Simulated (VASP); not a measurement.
# Bi (Im-3m) in VASP: further runs

Bi is run at these levels: BLYP; tasks: single point.

All numbers are computed with VASP 6.6.1; they aren't measurements. Logs are shortened: lines on timing, memory, paths and dates and some standing lists are left out, and cuts for length are marked.

## Step 1: The cell of the first run

The structure is cubic, space group Im-3m (No. 229). The conventional cell has a = 3.925 Å, b = 3.925 Å, c = 3.925 Å, α = 90.00°, β = 90.00°, γ = 90.00°. Bi (site symmetry m-3m) has 14 Bi at 3.40 to 3.93 Å within 4.5 Å.

## Step 2: Single point, BLYP (volume scaled by 0.88)

Contents of INCAR:

```
PREC     = Accurate       # precision mode
ENCUT    = 520            # plane-wave cutoff, eV
EDIFF    = 1E-6           # SCF threshold, eV
ISMEAR   = -1             # smearing method
SIGMA    = 0.1            # smearing width, eV
LREAL    = F              # projectors in reciprocal space
LASPH    = T              # aspherical terms in the spheres
NELM     = 80             # most SCF steps
ALGO     = Normal         # electronic algorithm
ISIF     = 2              # what is computed and relaxed
LWAVE    = F              # write WAVECAR
LCHARG   = T              # write CHGCAR
GGA      = B5             # functional
ALDAX    = 1.0          
AGGAX    = 1.0          
AGGAC    = 1.0          
ALDAC    = 0.0          
LELF     = T              # ELF
LVHAR    = T            
NBANDS   = 14             # bands
```

Contents of KPOINTS:

```
regular mesh
0
Gamma
  12 12 12
```

Contents of POSCAR:

```
Bi
1.0
   -1.9625019499      1.9625019499      1.9625019499
    1.9625019499     -1.9625019499      1.9625019499
    1.9625019499      1.9625019499     -1.9625019499
Bi
1
Direct
    0.0000000000      0.0000000000      0.0000000000
```

Potentials or basis: VASP PAW PBE potentials, release 64 (Bi_d).

On the command line:

```sh
$ cat potpaw_PBE.64/Bi_d/POTCAR > POTCAR
$ mpirun -np 1 vasp_std > vasp.out
```

OUTCAR:

```text
PREC = Accurate
   ENCUT = 520
   EDIFF = 1E-6
   ISMEAR = -1
   LREAL = F
   LASPH = T
   NELM = 80
   ISIF = 2
   GGA = B5

 ion  position               nearest neighbor table
   1  0.000  0.000  0.000-

  LATTYP: Found a body centered cubic cell.
 ALAT       =     3.9250038998

  Lattice vectors:

 A1 = (  -1.9625019499,   1.9625019499,   1.9625019499)
 A2 = (   1.9625019499,  -1.9625019499,   1.9625019499)
 A3 = (   1.9625019499,   1.9625019499,  -1.9625019499)

Analysis of symmetry for initial positions (statically):
=====================================================================
 Subroutine PRICEL returns:
 Original cell was already a primitive cell.

 Routine SETGRP: Setting up the symmetry group for a
 body centered cubic supercell.

 Subroutine GETGRP returns: Found 48 space group operations
 (whereof 48 operations were pure point group operations)
 out of a pool of 48 trial point group operations.

The static configuration has the point symmetry O_h .

Analysis of symmetry for dynamics (positions and initial velocities):
=====================================================================
 Subroutine PRICEL returns:
 Original cell was already a primitive cell.

 Routine SETGRP: Setting up the symmetry group for a
 body centered cubic supercell.

 Subroutine GETGRP returns: Found 48 space group operations
 (whereof 48 operations were pure point group operations)
 out of a pool of 48 trial point group operations.

The dynamic configuration has the point symmetry O_h .

 Subroutine INISYM returns: Found 48 space group operations
 (whereof 48 operations are pure point group operations),
 and found     1 'primitive' translations

----------------------------------------------------------------------------------------

                                     Primitive cell

  volume of cell :      30.2336

  direct lattice vectors                    reciprocal lattice vectors
    -1.962501950  1.962501950  1.962501950     0.000000000  0.254776817  0.254776817
     1.962501950 -1.962501950  1.962501950     0.254776817  0.000000000  0.254776817
     1.962501950  1.962501950 -1.962501950     0.254776817  0.254776817  0.000000000

  length of vectors
     3.399153087  3.399153087  3.399153087     0.360308830  0.360308830  0.360308830

  position of ions in fractional coordinates (direct lattice)
     0.000000000  0.000000000  0.000000000

  ion indices of the primitive-cell ions
   primitive index   ion index
                 1           1

----------------------------------------------------------------------------------------

 KPOINTS: regular mesh

Automatic generation of k-mesh.
 Grid dimensions read from file:
 generate k-points for:   12   12   12

 Generating k-lattice:

  Cartesian coordinates                     Fractional coordinates (reciprocal lattice)
     0.000000000  0.021231401  0.021231401     0.083333333  0.000000000  0.000000000
     0.021231401  0.000000000  0.021231401     0.000000000  0.083333333  0.000000000
     0.021231401  0.021231401  0.000000000     0.000000000  0.000000000  0.083333333

  Length of vectors
     0.030025736  0.030025736  0.030025736

  Shift w.r.t. Gamma in fractional coordinates (k-lattice)
     0.000000000  0.000000000  0.000000000

 Subroutine IBZKPT returns following result:
 ===========================================

 Found     72 irreducible k-points:

 Following reciprocal coordinates:
            Coordinates               Weight
  0.000000  0.000000  0.000000      1.000000
  0.083333  0.000000  0.000000     12.000000
  0.166667  0.000000  0.000000     12.000000
  0.250000  0.000000  0.000000     12.000000
  0.333333  0.000000  0.000000     12.000000
  0.416667  0.000000  0.000000     12.000000
[... 16 lines left out ...]
  0.333333  0.083333  0.083333     24.000000
  0.416667  0.083333  0.083333     12.000000
 [... further k-points ...]
   k-points           NKPTS =     72   k-points in BZ     NKDIM =     72   number of bands    NBANDS=     14
   number of dos      NEDOS =    301   number of ions     NIONS =      1
   total plane-waves  NPLWV =  21952
   dimension x,y,z NGX =    28 NGY =   28 NGZ =   28
   dimension x,y,z NGXF=    56 NGYF=   56 NGZF=   56
   ions per type =               1
   NGX,Y,Z   is equivalent  to a cutoff of  13.69, 13.69, 13.69 a.u.
   NGXF,Y,Z  is equivalent  to a cutoff of  27.39, 27.39, 27.39 a.u.
 SYSTEM =  unknown system
   PREC   = accura    normal or accurate (medium, high low for compatibility)
   ISTART =      0    job   : 0-new  1-cont  2-samecut
   ICHARG =      2    charge: 1-file 2-atom 10-const
   ISPIN  =      1    spin polarized calculation?
   LNONCOLLINEAR =      F non collinear calculations
   LSORBIT =      F    spin-orbit coupling
   LASPH  =      T    aspherical Exc in radial PAW
   ENCUT  =  520.0 eV  38.22 Ry    6.18 a.u.   6.32  6.32  6.32*2*pi/ulx,y,z
   NELM   =     80;   NELMIN=  2; NELMDL= -5     # of ELM steps
   EDIFF  = 0.1E-05   stopping-criterion for ELM
   LREAL  =      F    real-space projection
   EDIFFG = 0.1E-04   stopping-criterion for IOM
   NSW    =      0    number of steps for IOM
   IBRION =     -1    ionic relax: 0-MD 1-quasi-New 2-CG
   NFREE  =      0    steps in history (QN), initial steepest desc. (CG)
   ISIF   =      2    stress and relaxation
   ISYM   =      2    0-nonsym 1-usesym 2-fastsym
   POTIM  = 0.5000    time-step for ionic-motion
   TEBEG  =    0.0;   TEEND  =   0.0 temperature during run
   PSTRESS=    0.0 pullay stress
   NELECT =      15.0000    total number of electrons
   NUPDOWN=      -1.0000    fix difference up-down
   EMIN   =  10.00;   EMAX   =-10.00  energy-range for DOS
   EFERMI =   0.00;   METHOD = LEGACY
   ISMEAR =    -1;   SIGMA  =   0.10  broadening in eV -4-tet -1-fermi 0-gaus
   EFERMI_NEDOS =   21; number of points for ismear=-14 and -15
   IALGO  =     38    algorithm
   IMIX   =      4    mixing-type and parameters
     AMIX     =   0.40;   BMIX     =  1.00
     AMIX_MAG =   1.60;   BMIX_MAG =  1.00
  volume/ion in A,a.u.               =      30.23       204.03
  Fermi-wavevector in a.u.,A,eV,Ry     =   1.296010  2.449105 22.852930  1.679643
  Thomas-Fermi vector in A             =   2.427494
   LORBIT       =      0    0 simple, 1 ext, 2 COOP (PROOUT), +10 PAW based schemes
   GGA     = B5    functional components
   LHFCALC =     F    Hartree Fock is set to
   AEXX    =    0.0000 exact exchange contribution
   IVDW    =     0    specifies the selected vdW correction
   LEPSILON=     F    determine dielectric tensor
   LRPA    =     F    only Hartree local field effects (RPA)
 non-spin polarized calculation
  energy-cutoff  :      520.00
  volume of cell :       30.23
 maximum number of plane-waves:       856
 NGX is ok and might be reduce to    28
   NGX = 13   NGY = 13   NGZ = 13

 number of electron      14.9999997 magnetization

 Free energy of the ion-electron system (eV)
  ---------------------------------------------------
  ext. energy  EPLUGINS =         0.00000000
  ---------------------------------------------------
  free energy    TOTEN  =        -2.90385738 eV

  energy without entropy =       -2.88600590  energy(sigma->0) =       -2.89493164

 E-fermi :   8.8307     XC(G=0):  -9.8071

 val. band max:        8.5794753035   @ k =   0.2500   0.1667   0.1667
 cond. band min:       8.8462172667   @ k =  -0.4167   0.5000   0.0833
 fundamental gap:      0.2667419632
 Fermi energy:         8.8307225259

 k-point     1 :       0.0000    0.0000    0.0000
  band No.  band energies     occupation
      1     -14.2266      2.00000
      2     -14.2266      2.00000
      3     -14.2266      2.00000
      4     -14.0798      2.00000
      5     -14.0798      2.00000
      6      -4.9690      2.00000
      7      13.9282      0.00000
      8      13.9282      0.00000
      9      13.9282      0.00000
     10      18.7039      0.00000
     11      19.5287      0.00000
     12      19.5287      0.00000
     13      19.5287      0.00000
     14      20.7226      0.00000

 k-point     2 :       0.0833    0.0000    0.0000
  band No.  band energies     occupation
      1     -14.2296      2.00000
      2     -14.2215      2.00000
      3     -14.2112      2.00000
      4     -14.0833      2.00000
      5     -14.0805      2.00000
      6      -4.8391      2.00000
      7      12.6983      0.00000
      8      13.5390      0.00000
      9      13.8166      0.00000
     10      18.3911      0.00000
     11      18.9010      0.00000
     12      19.3543      0.00000
     13      19.6519      0.00000
     14      21.2675      0.00000

 k-point     3 :       0.1667    0.0000    0.0000
  band No.  band energies     occupation
      1     -14.2378      2.00000
      2     -14.2090      2.00000
      3     -14.1685      2.00000
      4     -14.0918      2.00000
      5     -14.0821      2.00000
      6      -4.4539      2.00000
      7      10.4073      0.00000
      8      12.6699      0.00000
      9      13.5036      0.00000
     10      17.1732      0.00000
     11      18.0996      0.00000
     12      19.2835      0.00000
     13      20.7062      0.00000
     14      22.5959      0.00000

 k-point     4 :       0.2500    0.0000    0.0000
  band No.  band energies     occupation
      1     -14.2489      2.00000
      2     -14.1970      2.00000
      3     -14.1096      2.00000
      4     -14.0990      2.00000
      5     -14.0842      2.00000
      6      -3.8323      2.00000
      7       8.0481      1.99920
      8      11.7374      0.00000
      9      13.0786      0.00000
     10      16.2670      0.00000
     11      17.4608      0.00000
     12      19.6169      0.00000
     13      21.2895      0.00000
     14      24.2641      0.00000

 k-point     5 :       0.3333    0.0000    0.0000
  band No.  band energies     occupation
      1     -14.2600      2.00000
      2     -14.1938      2.00000
      3     -14.0982      2.00000
      4     -14.0863      2.00000
      5     -14.0499      2.00000
      6      -3.0315      2.00000
      7       5.9276      2.00000
      8      10.9680      0.00000
      9      12.6732      0.00000
     10      15.6520      0.00000
     11      17.0067      0.00000
[... 276 lines left out ...]
 k-point    22 :       0.2500    0.0833    0.0833
  band No.  band energies     occupation
      1     -14.2477      2.00000
      2     -14.1967      2.00000
      3     -14.0972      2.00000
      4     -14.0875      2.00000
      5     -14.0494      2.00000
      6      -2.8260      2.00000
      7       5.9548      2.00000
      8       9.7705      0.00017
      9      11.1997      0.00000
     10      17.6605      0.00000
     11      18.7118      0.00000
     12      20.7745      0.00000
     13      21.9595      0.00000
     14      24.1433      0.00000

 k-point    23 :       0.3333    0.0833    0.0833
  band No.  band energies     occupation
      1     -14.2544      2.00000
      2     -14.1890      2.00000
      3     -14.0919      2.00000
      4     -14.0879      2.00000
      5     -14.0226      2.00000
      6      -2.0651      2.00000
      7       4.5424      2.00000
      8       9.1230      0.10208
      9      10.8730      0.00000
     10      17.3428      0.00000
     11      18.6070      0.00000
     12      21.4894      0.00000
     13      22.6176      0.00000
     14      25.9202      0.00000

 k-point    24 :       0.4167    0.0833    0.0833
  band No.  band energies     occupation
      1     -14.2567      2.00000
      2     -14.1876      2.00000
      3     -14.0883      2.00000
      4     -14.0882      2.00000
      5     -14.0132      2.00000
      6      -1.7056      2.00000
      7       3.9558      2.00000
      8       8.9099      0.62350
      9      10.7609      0.00000
     10      17.2337      0.00000
     11      18.5510      0.00000
     12      21.8998      0.00000
     13      22.9489      0.00000
     14      25.6679      0.00000

 [... further k-points ...]
[... 5 lines left out ...]
  --------------------------------------------------------------------------------------
  -------------------------------------------------------------------------------------
  Total        1.2998166      1.2998166      1.2998166      0.0000000      0.0000000      0.0000000
  in kB       68.8814632     68.8814632     68.8814632      0.0000000      0.0000000      0.0000000
  external PRESSURE =      68.8814632 kB  Pullay stress =       0.0000000 kB

 VOLUME and BASIS-vectors are now :
 -----------------------------------------------------------------------------
  energy-cutoff  :      520.00
  volume of cell :       30.23
      direct lattice vectors                 reciprocal lattice vectors
    -1.962501950  1.962501950  1.962501950     0.000000000  0.254776817  0.254776817
     1.962501950 -1.962501950  1.962501950     0.254776817  0.000000000  0.254776817
     1.962501950  1.962501950 -1.962501950     0.254776817  0.254776817  0.000000000

 POSITION                                       TOTAL-FORCE (eV/Angst)
 -----------------------------------------------------------------------------------
      0.00000      0.00000      0.00000         0.000000     -0.000000      0.000000
 -----------------------------------------------------------------------------------
    total drift:                                0.000000      0.000000      0.000000

  FREE ENERGIE OF THE ION-ELECTRON SYSTEM (eV)
  ---------------------------------------------------
  free  energy   TOTEN  =        -2.9038573817 eV

  energy  without entropy=       -2.8860059021  energy(sigma->0) =       -2.89493164
```

Wall time 38 s (1 thread of AMD EPYC 7R43 (Zen 3), shared host); peak memory 0.13 GiB.

Results:

```
Free energy : -2.9039 eV
Pressure    : 6.9 GPa
```

Levels at points of the mesh, in eV from the Fermi level:
```
           k point  band 3  band 4  band 5  band 6  band 7  band 8  band 9  band 10  band 11  band 12
(0.00, 0.00, 0.00)  -23.06  -22.91  -22.91  -13.80    5.10    5.10    5.10     9.87    10.70    10.70
(0.50, 0.00, 0.00)  -22.92  -22.92  -22.82  -10.66   -5.20    1.47    3.46     6.35     7.82    12.66
(0.50, 0.50, 0.50)  -22.84  -22.84  -22.84   -8.46   -1.94   -1.94   -1.94     3.81     3.81    15.36
```

Caveat: the PAW data sets were made with another functional, which shifts forces and pressure a little; spin-orbit coupling is left out, which moves the levels of the heavy elements.

## Step 3: Single point, BLYP (volume scaled by 0.96)

Contents of INCAR:

```
SYSTEM = Bi
  PREC = Accurate
  ENCUT = 520
  EDIFF = 1E-6
  ISMEAR = -1
  SIGMA = 0.1
  LREAL = .FALSE.
  LASPH = .TRUE.
  NELM = 60
  ALGO = Normal
  ISIF = 2
  LWAVE = .FALSE.
  LCHARG = .FALSE.
  GGA = B5
  ALDAX = 1.0
  AGGAX = 1.0
  AGGAC = 1.0
  ALDAC = 0.0
  NBANDS = 14
```

Contents of KPOINTS:

```
Automatic mesh
0
G
  12 12 12
  0 0 0
```

Contents of POSCAR:

```
Bi
1.0
   -2.0202554354      2.0202554354      2.0202554354
    2.0202554354     -2.0202554354      2.0202554354
    2.0202554354      2.0202554354     -2.0202554354
Bi
1
Direct
    0.0000000000      0.0000000000      0.0000000000
```

Potentials or basis: VASP PAW PBE potentials, release 64 (Bi_d).

On the command line:

```sh
$ cat potpaw_PBE.64/Bi_d/POTCAR > POTCAR
$ mpirun -np 1 vasp_std > vasp.out
```

Wall time 26 s (1 thread of AMD EPYC 7R43 (Zen 3), shared host); peak memory 0.13 GiB.

It converged, with:

| Item | Value |
| --- | --- |
| Free energy | -2.9758 eV |
| Pressure | 1.7 GPa |

Levels at points of the mesh, in eV from the Fermi level:
| k point | band 3 | band 4 | band 5 | band 6 | band 7 | band 8 | band 9 | band 10 | band 11 | band 12 |
| --- | --- | --- | --- | --- | --- | --- | --- | --- | --- | --- |
| (0.00, 0.00, 0.00) | -22.94 | -22.83 | -22.83 | -13.18 | 4.52 | 4.52 | 4.52 | 8.81 | 10.72 | 10.72 |
| (0.50, 0.00, 0.00) | -22.84 | -22.84 | -22.76 | -10.51 | -4.67 | 1.34 | 3.23 | 6.09 | 7.63 | 12.24 |
| (0.50, 0.50, 0.50) | -22.78 | -22.78 | -22.78 | -8.68 | -1.72 | -1.72 | -1.72 | 3.93 | 3.93 | 15.15 |

Caveat: the PAW data sets were made with another functional, which shifts forces and pressure a little; spin-orbit coupling is left out, which moves the levels of the heavy elements.
